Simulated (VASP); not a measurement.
Input of a VASP 6.6.1 run:

POSCAR

```
Bi
1.0
    4.3148968867      0.0000000000      0.0000000000
   -2.1574484433      3.7368103186      0.0000000000
    0.0000000000      0.0000000000     27.0530695984
Bi
2
Direct
    0.3333333333      0.6666666667      0.3127438498
    0.6666666667      0.3333333333      0.3757744986
```

INCAR.step1

```
SYSTEM = Bi
ALGO     = Normal         ! electronic algorithm
DIPOL    = 0.5 0.5 0.344
EDIFF    = 1E-4           ! SCF threshold, eV
ENCUT    = 520            ! plane-wave cutoff, eV
GGA      = PE             ! functional
IDIPOL   = 3            
ISMEAR   = 0              ! smearing method
LASPH    = .TRUE.         ! aspherical terms in the spheres
LCHARG   = .FALSE.        ! write CHGCAR
LDIPOL   = .TRUE.       
LREAL    = .FALSE.        ! projectors in reciprocal space
LWAVE    = .TRUE.         ! write WAVECAR
NBANDS   = 22             ! bands
NELM     = 100            ! most SCF steps
PREC     = Accurate       ! precision mode
SIGMA    = 0.01           ! smearing width, eV
```

File INCAR.step2:

```
SYSTEM = Bi
ALGO     = Normal         ! electronic algorithm
DIPOL    = 0.5 0.5 0.344
EDIFF    = 1E-6           ! SCF threshold, eV
ENCUT    = 520            ! plane-wave cutoff, eV
IDIPOL   = 3            
ISIF     = 2              ! what is computed and relaxed
ISMEAR   = 0              ! smearing method
ISTART   = 1            
LASPH    = .TRUE.         ! aspherical terms in the spheres
LCHARG   = .FALSE.        ! write CHGCAR
LDIPOL   = .TRUE.       
LMIXTAU  = .TRUE.       
LREAL    = .FALSE.        ! projectors in reciprocal space
LWAVE    = .FALSE.        ! write WAVECAR
METAGGA  = R2SCAN         ! meta-GGA
NBANDS   = 22             ! bands
NELM     = 100            ! most SCF steps
PREC     = Accurate       ! precision mode
SIGMA    = 0.01           ! smearing width, eV
```

The input KPOINTS:

```
k-points
0
G
  6 6 1
  0 0 0
```

Potentials or basis: VASP PAW PBE potentials, release 64 (Bi_d).

The run is started by

```bash
$ cat potpaw_PBE.64/Bi_d/POTCAR > POTCAR
$ cp INCAR.step1 INCAR
$ mpirun -np 1 vasp_std > vasp.out
$ cp INCAR.step2 INCAR
$ mpirun -np 1 vasp_std > vasp.out
```

Task: What does it give for the largest force?

Result: 0.021 eV/Å.

Task: What does it give for the band gap on the k mesh?

Result: 0.86 eV, direct.

Forces in eV/Å, atoms in the order of the input:
```
Bi   0.000  0.000 -0.021
Bi   0.000  0.000  0.021
```

Caveat: the PAW data sets were made with another functional, which shifts forces and pressure a little; spin-orbit coupling is left out, which moves the levels of the heavy elements.
